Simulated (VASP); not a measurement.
The system is TlSi2.

```xyz
6
Lattice="0.0000 3.9014 3.9014 3.9014 0.0000 3.9014 3.9014 3.9014 0.0000" Properties=species:S:1:pos:R:3 pbc="T T T"
Tl    0.0000    0.0000    0.0000
Tl    1.9507    1.9507    1.9507
Si    4.8768    4.8768    4.8768
Si    4.8768    2.9261    2.9261
Si    2.9261    2.9261    4.8768
Si    2.9261    4.8768    2.9261
```

```yaml
Program: VASP 6.6.1
Task: relaxation of cell and atoms
Functional: PBE
Potentials_or_basis: VASP PAW PBE potentials, release 64 (Tl_d, Si)
Cutoff: 600 eV
k_mesh: 8 × 8 × 8
Occupations: gaussian, width 0.1 eV
Spin: no spin polarisation
```

At the start: pressure 1.8 GPa; volume 19.79 Å³/atom.

Task: How do energy, volume and symmetry change on relaxing?

Result: Over 3 steps the energy falls by 3.1 meV/atom and the volume is 20.37 Å³/atom (+2.9 %); space group Fd-3m (No. 227, to 0.1 Å) before and after.

The path:
```
step  energy change (eV)  largest force (eV/Å)  pressure (GPa)  volume (Å³)
   1              0.0000                0.0000            1.78       118.77
   2             -0.0183                0.0000           -0.17       122.58
   3             -0.0185                0.0000            0.00       122.21
```

Final structure:
```xyz
6
Lattice="0.0000 3.9387 3.9387 3.9387 0.0000 3.9387 3.9387 3.9387 0.0000" Properties=species:S:1:pos:R:3 pbc="T T T"
Tl    0.0000    0.0000    0.0000
Tl    1.9694    1.9694    1.9694
Si    4.9234    4.9234    4.9234
Si    4.9234    2.9540    2.9540
Si    2.9540    2.9540    4.9234
Si    2.9540    4.9234    2.9540
```

Caveat: the highest band is partly filled, so the run has too few bands.
